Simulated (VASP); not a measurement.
Wanted: the native input for a VASP 6.6.1 run.

| Quantity | Value |
| --- | --- |
| Task | band structure |
| Functional | PBEsol |
| Potentials or basis | VASP PAW PBE potentials, release 64 (Pb_d, O) |
| Cutoff | 640 eV |
| k mesh | 6 × 6 × 8 |
| Occupations | gaussian, width 0.03 eV |
| Spin | non-collinear spin, zero start, spin-orbit coupling |
| Starting moments | [[0.0, 0.0, 0.0], [0.0, 0.0, 0.0], [0.0, 0.0, 0.0], [0.0, 0.0, 0.0], [0.0, 0.0, 0.0], [0.0, 0.0, 0.0]] μB |
| Tolerance level | standard |
| Purpose | bands |
| Route | KPOINTS_OPT |
| Further INCAR settings | ALGO = Normal; EDIFF = 1e-07; NBANDS = 104 |

The structure of PbO2 lies in POSCAR:

```
PbO2
1.0
    4.9949598700      0.0000000000      0.0000000000
    0.0000000000      4.9949598700      0.0000000000
    0.0000000000      0.0000000000      3.4090009600
Pb O
2 4
Direct
    0.5000000000      0.5000000000      0.5000000000
    0.0000000000      0.0000000000      0.0000000000
    0.6925710400      0.6925710400      0.0000000000
    0.8074289600      0.1925710400      0.5000000000
    0.1925710400      0.8074289600      0.5000000000
    0.3074289600      0.3074289600      0.0000000000
```

The input as run:

INCAR

```
SYSTEM = PbO2
ALGO     = Normal         ! electronic algorithm
EDIFF    = 1E-7           ! SCF threshold, eV
EFERMI   = MIDGAP       
ENCUT    = 640            ! plane-wave cutoff, eV
GGA      = PS             ! functional
GGA_COMPAT= .False.      
ISMEAR   = 0              ! smearing method
KPAR     = 4            
LASPH    = .True.         ! aspherical terms in the spheres
LCHARG   = .False.        ! write CHGCAR
LORBIT   = 11             ! projections on sites
LREAL    = .False.        ! projectors in reciprocal space
LSORBIT  = .True.         ! spin-orbit coupling
LWAVE    = .False.        ! write WAVECAR
MAGMOM   = 0 0 0 0 0 0 0 0 0 0 0 0 0 0 0 0 0 0 ! initial moments
NBANDS   = 104            ! bands
NELM     = 200            ! most SCF steps
PREC     = Accurate       ! precision mode
SIGMA    = 0.03           ! smearing width, eV
```

KPOINTS

```
Automatic mesh
0
Gamma
  6 6 8
  0 0 0
```

KPOINTS_OPT

```
path GXMGZRAZ,XR,MA
32
line-mode
reciprocal
 0.0000000000  0.0000000000  0.0000000000  G
 0.0000000000  0.5000000000  0.0000000000  X

 0.0000000000  0.5000000000  0.0000000000  X
 0.5000000000  0.5000000000  0.0000000000  M

 0.5000000000  0.5000000000  0.0000000000  M
 0.0000000000  0.0000000000  0.0000000000  G

 0.0000000000  0.0000000000  0.0000000000  G
 0.0000000000  0.0000000000  0.5000000000  Z

 0.0000000000  0.0000000000  0.5000000000  Z
 0.0000000000  0.5000000000  0.5000000000  R

 0.0000000000  0.5000000000  0.5000000000  R
 0.5000000000  0.5000000000  0.5000000000  A

 0.5000000000  0.5000000000  0.5000000000  A
 0.0000000000  0.0000000000  0.5000000000  Z

 0.0000000000  0.5000000000  0.0000000000  X
 0.0000000000  0.5000000000  0.5000000000  R

 0.5000000000  0.5000000000  0.0000000000  M
 0.5000000000  0.5000000000  0.5000000000  A
```

Potentials or basis: VASP PAW PBE potentials, release 64 (Pb_d, O).

Run with:

```bash
$ cat potpaw_PBE.64/Pb_d/POTCAR potpaw_PBE.64/O/POTCAR > POTCAR
$ mpirun -np 4 vasp_ncl > vasp.out
```

It gave:

```json
{
  "Pressure": "0.0 GPa",
  "Largest force": "0.021 eV/Å",
  "Net moment": "0.00 μB per cell",
  "Valence electrons inside the program's atomic spheres": "Pb 11.86; O 4.94"
}
```

Caveat: the PAW data sets were made with another functional, which shifts forces and pressure a little.

Run time: 16 min on 4 MPI ranks on Intel(R) Xeon(R) 6975P-C (Granite Rapids), on a shared host, peak memory 1.5 GiB a rank.
